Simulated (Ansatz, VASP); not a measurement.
## PtS2: VASP beside Ansatz

```
S Pt
1.0
     3.54153    0.00000    0.00000
    -1.77076    3.06705    0.00000
     0.00000    0.00000   22.46706
S Pt
4 2
Direct
  0.66667 0.33333 0.20029
  0.33333 0.66667 0.31083
  0.55556 0.44444 0.52181
  0.88889 0.11111 0.63235
  0.00000 0.00000 0.25556
  0.22222 0.77778 0.57708
```

Alike in both runs: task single point; functional PBE; dispersion D3(BJ); k mesh 9 × 9 × 1; occupations gaussian, width 0.05 eV; no spin polarisation.

|  | VASP | Ansatz |
| --- | --- | --- |
| version | VASP 6.6.1 | Ansatz 0.2.0 |
| potentials or method | VASP PAW PBE potentials, release 64 (S, Pt), cutoff 520 eV | scalar-relativistic, plane waves, PAW |
| valence electrons in the cell | 44 | 60 |

|  | VASP | Ansatz | Ansatz less VASP |
| --- | --- | --- | --- |
| gap on the k mesh at the Fermi level (eV) | 1.77 | 1.76 | -0.004 |
| least direct gap on the mesh (eV) | 1.84 | 1.83 | -0.004 |
| rms of the force components (eV/Å) | 0.016 | 0.015 | -0.0014 |

VASP's potentials hold 44 valence electrons a cell and Ansatz's 60, so a difference there can come from the potentials and not from the codes.

Neither program's run includes spin-orbit coupling.
